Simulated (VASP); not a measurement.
# Y (I4/mmm) in VASP: single point with r2SCAN

Aim: the single point of Y with r2SCAN.

Everything below comes from runs of VASP 6.6.1. Logs are shortened: lines on timing, memory, paths and dates and some standing lists are left out, and cuts for length are marked.

## Step 1: The cell of the first run

Symmetry: I4/mmm, No. 139, tetragonal system. Conventional cell: a = 3.514 Å, b = 3.514 Å, c = 5.169 Å, α = 90.00°, β = 90.00°, γ = 90.00°. Y (site symmetry 4/mmm) has 12 Y at 3.51 to 3.59 Å within 4.6 Å.

## Step 2: Single point, r2SCAN (strain +0.000 along x and y, +0.040 along z)

POSCAR

```
Y
1.0
    0.0000000000      2.4850000000      2.5844000000
    2.4850000000      0.0000000000      2.5844000000
    2.4850000000      2.4850000000      0.0000000000
Y
1
Direct
    0.0000000000      0.0000000000      0.0000000000
```

INCAR.step1

```
SYSTEM = Y
  PREC = Accurate
  ENCUT = 520
  ISMEAR = 0
  SIGMA = 0.15
  LREAL = .FALSE.
  LASPH = .TRUE.
  NELM = 100
  NBANDS = 12
  GGA = PE
  ALGO = Normal
  EDIFF = 1E-4
  LWAVE = .TRUE.
  LCHARG = .FALSE.
```

INCAR.step2

```
SYSTEM = Y
  PREC = Accurate
  ENCUT = 520
  EDIFF = 1E-6
  ISMEAR = 0
  SIGMA = 0.15
  LREAL = .FALSE.
  LASPH = .TRUE.
  NELM = 100
  ALGO = Normal
  ISIF = 2
  LWAVE = .FALSE.
  LCHARG = .FALSE.
  METAGGA = R2SCAN
  LMIXTAU = .TRUE.
  NBANDS = 12
  ISTART = 1
```

KPOINTS

```
Automatic mesh
0
G
  16 16 16
  0 0 0
```

Potentials or basis: VASP PAW PBE potentials, release 64 (Y_sv).

Run with:

```bash
$ cat potpaw_PBE.64/Y_sv/POTCAR > POTCAR
$ cp INCAR.step1 INCAR
$ mpirun -np 1 vasp_std > vasp.out
$ cp INCAR.step2 INCAR
$ mpirun -np 1 vasp_std > vasp.out
```

OUTCAR:

```text
SYSTEM = Y
   PREC = Accurate
   ENCUT = 520
   EDIFF = 1E-6
   ISMEAR = 0
   LREAL = .FALSE.
   LASPH = .TRUE.
   NELM = 100
   ISIF = 2
   METAGGA = R2SCAN
   ISTART = 1

 ion  position               nearest neighbor table
   1  0.000  0.000  0.000-

  LATTYP: Found a body centered tetragonal cell.
 ALAT       =     3.5143207025
 C/A-ratio  =     1.4707821049

  Lattice vectors:

 A1 = (  -2.4850000000,   0.0000000000,   2.5844000000)
 A2 = (   2.4850000000,   0.0000000000,   2.5844000000)
 A3 = (   0.0000000000,   2.4850000000,  -2.5844000000)

Analysis of symmetry for initial positions (statically):
=====================================================================
 Subroutine PRICEL returns:
 Original cell was already a primitive cell.

 Routine SETGRP: Setting up the symmetry group for a
 body centered tetragonal supercell.

 Subroutine GETGRP returns: Found 16 space group operations
 (whereof 16 operations were pure point group operations)
 out of a pool of 16 trial point group operations.

The static configuration has the point symmetry D_4h.

Analysis of symmetry for dynamics (positions and initial velocities):
=====================================================================
 Subroutine PRICEL returns:
 Original cell was already a primitive cell.

 Routine SETGRP: Setting up the symmetry group for a
 body centered tetragonal supercell.

 Subroutine GETGRP returns: Found 16 space group operations
 (whereof 16 operations were pure point group operations)
 out of a pool of 16 trial point group operations.

The dynamic configuration has the point symmetry D_4h.

 Subroutine INISYM returns: Found 16 space group operations
 (whereof 16 operations are pure point group operations),
 and found     1 'primitive' translations

----------------------------------------------------------------------------------------

                                     Primitive cell

  volume of cell :      31.9185

  direct lattice vectors                    reciprocal lattice vectors
     0.000000000  2.485000000  2.584400000    -0.201207243  0.201207243  0.193468503
     2.485000000  0.000000000  2.584400000     0.201207243 -0.201207243  0.193468503
     2.485000000  2.485000000  0.000000000     0.201207243  0.201207243 -0.193468503

  length of vectors
     3.585296133  3.585296133  3.514320702     0.344091225  0.344091225  0.344091225

  position of ions in fractional coordinates (direct lattice)
     0.000000000  0.000000000  0.000000000

  ion indices of the primitive-cell ions
   primitive index   ion index
                 1           1

----------------------------------------------------------------------------------------

 KPOINTS: Automatic mesh

Automatic generation of k-mesh.
 Grid dimensions read from file:
 generate k-points for:   16   16   16

 Generating k-lattice:

  Cartesian coordinates                     Fractional coordinates (reciprocal lattice)
    -0.012575453  0.012575453  0.012091781     0.062500000  0.000000000  0.000000000
     0.012575453 -0.012575453  0.012091781     0.000000000  0.062500000  0.000000000
     0.012575453  0.012575453 -0.012091781    -0.000000000 -0.000000000  0.062500000

  Length of vectors
     0.021505702  0.021505702  0.021505702

  Shift w.r.t. Gamma in fractional coordinates (k-lattice)
     0.000000000  0.000000000  0.000000000

 Subroutine IBZKPT returns following result:
 ===========================================

 Found    349 irreducible k-points:

 Following reciprocal coordinates:
            Coordinates               Weight
  0.000000  0.000000  0.000000      1.000000
  0.062500  0.000000  0.000000      8.000000
  0.125000  0.000000  0.000000      8.000000
  0.187500  0.000000  0.000000      8.000000
  0.250000  0.000000  0.000000      8.000000
  0.312500 -0.000000  0.000000      8.000000
[... 16 lines left out ...]
 -0.125000  0.062500  0.000000      8.000000
 -0.062500  0.062500  0.000000      4.000000
 [... further k-points ...]
   k-points           NKPTS =    349   k-points in BZ     NKDIM =    349   number of bands    NBANDS=     12
   number of dos      NEDOS =    301   number of ions     NIONS =      1
   total plane-waves  NPLWV =  21952
   dimension x,y,z NGX =    28 NGY =   28 NGZ =   28
   dimension x,y,z NGXF=    56 NGYF=   56 NGZF=   56
   ions per type =               1
   NGX,Y,Z   is equivalent  to a cutoff of  12.98, 12.98, 13.25 a.u.
   NGXF,Y,Z  is equivalent  to a cutoff of  25.97, 25.97, 26.49 a.u.
 SYSTEM =  Y
   PREC   = accura    normal or accurate (medium, high low for compatibility)
   ISTART =      1    job   : 0-new  1-cont  2-samecut
   ICHARG =      0    charge: 1-file 2-atom 10-const
   ISPIN  =      1    spin polarized calculation?
   LNONCOLLINEAR =      F non collinear calculations
   LSORBIT =      F    spin-orbit coupling
   LASPH  =      T    aspherical Exc in radial PAW
   ENCUT  =  520.0 eV  38.22 Ry    6.18 a.u.   6.67  6.67  6.53*2*pi/ulx,y,z
   NELM   =    100;   NELMIN=  2; NELMDL=  0     # of ELM steps
   EDIFF  = 0.1E-05   stopping-criterion for ELM
   LREAL  =      F    real-space projection
   EDIFFG = 0.1E-04   stopping-criterion for IOM
   NSW    =      0    number of steps for IOM
   IBRION =     -1    ionic relax: 0-MD 1-quasi-New 2-CG
   NFREE  =      0    steps in history (QN), initial steepest desc. (CG)
   ISIF   =      2    stress and relaxation
   ISYM   =      2    0-nonsym 1-usesym 2-fastsym
   POTIM  = 0.5000    time-step for ionic-motion
   TEBEG  =    0.0;   TEEND  =   0.0 temperature during run
   PSTRESS=    0.0 pullay stress
   NELECT =      11.0000    total number of electrons
   NUPDOWN=      -1.0000    fix difference up-down
   EMIN   =  10.00;   EMAX   =-10.00  energy-range for DOS
   EFERMI =   0.00;   METHOD = LEGACY
   ISMEAR =     0;   SIGMA  =   0.15  broadening in eV -4-tet -1-fermi 0-gaus
   EFERMI_NEDOS =   21; number of points for ismear=-14 and -15
   IALGO  =     38    algorithm
   IMIX   =      4    mixing-type and parameters
     AMIX     =   0.40;   BMIX     =  1.00
     AMIX_MAG =   1.60;   BMIX_MAG =  1.00
  volume/ion in A,a.u.               =      31.92       215.40
  Fermi-wavevector in a.u.,A,eV,Ry     =   1.147779  2.168988 17.924265  1.317396
  Thomas-Fermi vector in A             =   2.284457
   LORBIT       =      0    0 simple, 1 ext, 2 COOP (PROOUT), +10 PAW based schemes
   METAGGA = R2SCAN    functional components
   LHFCALC =     F    Hartree Fock is set to
   AEXX    =    0.0000 exact exchange contribution
   IVDW    =     0    specifies the selected vdW correction
   LEPSILON=     F    determine dielectric tensor
   LRPA    =     F    only Hartree local field effects (RPA)
 non-spin polarized calculation
 Gauss-broadening in eV      SIGMA  =   0.15
  energy-cutoff  :      520.00
  volume of cell :       31.92
 maximum number of plane-waves:       901
   NGX = 13   NGY = 13   NGZ = 13

 number of electron      10.9999999 magnetization

 Free energy of the ion-electron system (eV)
  ---------------------------------------------------
  ext. energy  EPLUGINS =         0.00000000
  ---------------------------------------------------
  free energy    TOTEN  =       -20.22287393 eV

  energy without entropy =      -20.20521771  energy(sigma->0) =      -20.21404582

 E-fermi :   3.2407     XC(G=0): -10.1972

 val. band max:        3.2400936377   @ k =  -0.3125   0.1875   0.4375
 cond. band min:       3.2418779347   @ k =  -0.3125   0.2500   0.0625
 fundamental gap:      0.0017842970
 Fermi energy:         3.2407385869

 k-point     1 :       0.0000    0.0000    0.0000
  band No.  band energies     occupation
      1     -40.8923      2.00000
      2     -19.9127      2.00000
      3     -19.9127      2.00000
      4     -19.9056      2.00000
      5      -1.7895      2.00000
      6       5.1111      0.00000
      7       5.4200      0.00000
      8       5.4200      0.00000
      9       7.2470      0.00000
     10       7.7211      0.00000
     11      12.6225      0.00000
     12      15.6928      0.00000

 k-point     2 :       0.0625    0.0000    0.0000
  band No.  band energies     occupation
      1     -40.8894      2.00000
      2     -19.9368      2.00000
      3     -19.9152      2.00000
      4     -19.9110      2.00000
      5      -1.6857      2.00000
      6       5.0850      0.00000
      7       5.3616      0.00000
      8       5.4705      0.00000
      9       7.1967      0.00000
     10       7.6518      0.00000
     11      12.8732      0.00000
     12      15.5677      0.00000

 k-point     3 :       0.1250    0.0000    0.0000
  band No.  band energies     occupation
      1     -40.8810      2.00000
      2     -20.0090      2.00000
      3     -19.9223      2.00000
      4     -19.9220      2.00000
      5      -1.3845      2.00000
      6       4.8345      0.00000
      7       5.3901      0.00000
      8       5.6001      0.00000
      9       7.1014      0.00000
     10       7.4943      0.00000
     11      13.4965      0.00000
     12      14.8234      0.00000
[... 286 lines left out ...]
 k-point    23 :      -0.1250    0.0625    0.0000
  band No.  band energies     occupation
      1     -40.8744      2.00000
      2     -20.0616      2.00000
      3     -19.9409      2.00000
      4     -19.9205      2.00000
      5      -1.1459      2.00000
      6       4.6506      0.00000
      7       5.3730      0.00000
      8       5.7091      0.00000
      9       7.1556      0.00000
     10       7.3348      0.00000
     11      13.9051      0.00000
     12      14.5850      0.00000

 k-point    24 :      -0.0625    0.0625    0.0000
  band No.  band energies     occupation
      1     -40.8843      2.00000
      2     -19.9794      2.00000
      3     -19.9221      2.00000
      4     -19.9152      2.00000
      5      -1.5094      2.00000
      6       5.0438      0.00000
      7       5.2537      0.00000
      8       5.5492      0.00000
      9       7.2752      0.00000
     10       7.4199      0.00000
     11      13.2780      0.00000
     12      15.3350      0.00000

 [... further k-points ...]

------------------------ aborting loop because EDIFF is reached ----------------------------------------

  FORCE on cell =-STRESS in cart. coord.  units (eV):
  Direction    XX          YY          ZZ          XY          YZ          ZX
  --------------------------------------------------------------------------------------
  -------------------------------------------------------------------------------------
  Total        0.3857806      0.3857806      0.2409776      0.0000000      0.0000000      0.0000000
  in kB       19.3645947     19.3645947     12.0960816      0.0000000      0.0000000      0.0000000
  external PRESSURE =      16.9417570 kB  Pullay stress =       0.0000000 kB

 VOLUME and BASIS-vectors are now :
 -----------------------------------------------------------------------------
  energy-cutoff  :      520.00
  volume of cell :       31.92
      direct lattice vectors                 reciprocal lattice vectors
     0.000000000  2.485000000  2.584400000    -0.201207243  0.201207243  0.193468503
     2.485000000  0.000000000  2.584400000     0.201207243 -0.201207243  0.193468503
     2.485000000  2.485000000  0.000000000     0.201207243  0.201207243 -0.193468503

 POSITION                                       TOTAL-FORCE (eV/Angst)
 -----------------------------------------------------------------------------------
      0.00000      0.00000      0.00000         0.000000     -0.000000      0.000000
 -----------------------------------------------------------------------------------
    total drift:                               -0.000000     -0.000000     -0.000000

  FREE ENERGIE OF THE ION-ELECTRON SYSTEM (eV)
  ---------------------------------------------------
  free  energy   TOTEN  =       -20.2228739298 eV

  energy  without entropy=      -20.2052177057  energy(sigma->0) =      -20.21404582
```

It took 3.7 min on 1 thread of Intel Xeon 6975P-C (Granite Rapids), shared host; peak memory 0.3 GiB.

Results:

```yaml
Free_energy: -20.2229 eV
Pressure: 1.7 GPa
Band_gap_on_the_k_mesh: zero (an odd number of electrons rules out a gap without spin polarisation)
```

Stress tensor (GPa, compression positive):
```
1.94 0.00 0.00
0.00 1.94 0.00
0.00 0.00 1.21
```

Caveat: the cell differs from its parent crystal (strain +0.000 along x and y, +0.040 along z); the PAW data sets were made with another functional, which shifts forces and pressure a little.
